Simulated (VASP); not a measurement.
# GaF: single point with HSE06

The system is GaF.

```
Ga F
1.0
     3.17040    0.00000    0.00000
     0.00000    3.17040    0.00000
     0.00000    0.00000    3.17040
Ga F
1 1
Direct
  0.00000 0.00000 0.00000
  0.50000 0.50000 0.50000
```

- Program: VASP 6.6.1
- Task: single point
- Functional: HSE06
- Potentials or basis: VASP PAW PBE potentials, release 64 (Ga_d, F)
- Cutoff: 520 eV
- k mesh: 4 × 4 × 4
- Occupations: fermi-dirac, width 0.05 eV
- Spin: no spin polarisation

```json
{
 "Pressure": "0.0 GPa",
 "Band gap on the k mesh": "0.76 eV (least direct gap 2.10 eV)"
}
```

Levels at points of the mesh, in eV from the valence-band top:
| k point | band 8 | band 9 | band 10 | band 11 | band 12 | band 13 |
| --- | --- | --- | --- | --- | --- | --- |
| (0.00, 0.00, 0.00) | -4.68 | -4.68 | -4.68 | 9.33 | 9.33 | 9.33 |
| (0.50, 0.00, 0.00) | -4.40 | -4.40 | -1.34 | 0.76 | 9.43 | 9.43 |
| (0.50, 0.50, 0.00) | -6.09 | -4.29 | -2.95 | 4.01 | 4.01 | 9.88 |
| (0.50, 0.50, 0.50) | -5.28 | -5.28 | 0.00 | 2.89 | 2.89 | 2.89 |

Run time: 6.5 min on 1 thread of Intel(R) Xeon(R) Platinum 8259CL CPU @ 2.50GHz (Skylake/Cascade Lake), with other jobs on the host, peak memory 0.25 GiB.

Caveat: the k points lie up to 0.50 Å⁻¹ apart; the PAW data sets were made with another functional, which shifts forces and pressure a little. A k mesh can miss the band edges.
